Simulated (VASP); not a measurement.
ZnSi3N:

```
Zn Si N
1.0
     4.22133    0.00000    0.00000
    -2.11066    3.65578    0.00000
     0.00000    0.00000    4.82306
Zn Si N
1 3 1
Direct
  0.66667 0.33333 0.00000
  0.33333 0.66667 0.50000
  0.33333 0.66667 0.00000
  0.00000 0.00000 0.50000
  0.66667 0.33333 0.50000
```

The cell was generated, and may not be a known phase.

```yaml
Program: VASP 6.6.1
Task: relaxation of cell and atoms
Functional: PBE
Potentials_or_basis: VASP PAW PBE potentials, release 64 (Zn, Si, N)
Cutoff: 600 eV
k_mesh: 12 × 12 × 8
Occupations: gaussian, width 0.1 eV
Spin: no spin polarisation
```

At the start: pressure -0.5 GPa; volume 14.89 Å³/atom.

**Question.** Where does the relaxation end?

**Answer.** Over 6 steps the energy falls by 2.3 meV/atom; space group P-6m2 (No. 187, to 0.1 Å) before and after.

Step by step:
| step | energy change (eV) | largest force (eV/Å) | pressure (GPa) | volume (Å³) |
| --- | --- | --- | --- | --- |
| 1 | 0.0000 | 0.0000 | -0.47 | 74.43 |
| 2 | -0.0066 | 0.0000 | 0.25 | 73.96 |
| 3 | -0.0083 | 0.0000 | 0.77 | 73.64 |
| 4 | -0.0116 | 0.0000 | 0.17 | 74.25 |
| 5 | -0.0117 | 0.0000 | -0.11 | 74.50 |
| 6 | -0.0117 | 0.0000 | 0.01 | 74.43 |

Final structure:
```cif
data_structure
_symmetry_space_group_name_H-M 'P 1'
_symmetry_Int_Tables_number 1
_cell_length_a 4.1792
_cell_length_b 4.1792
_cell_length_c 4.9211
_cell_angle_alpha 90.000
_cell_angle_beta 90.000
_cell_angle_gamma 120.000
_cell_volume 74.43
loop_
_atom_site_label
_atom_site_type_symbol
_atom_site_fract_x
_atom_site_fract_y
_atom_site_fract_z
_atom_site_occupancy
Zn1 Zn 0.66667 0.33333 0.00000 1
Si1 Si 0.33333 0.66667 0.50000 1
Si2 Si 0.33333 0.66667 0.00000 1
Si3 Si 0.00000 0.00000 0.50000 1
N1 N 0.66667 0.33333 0.50000 1
```
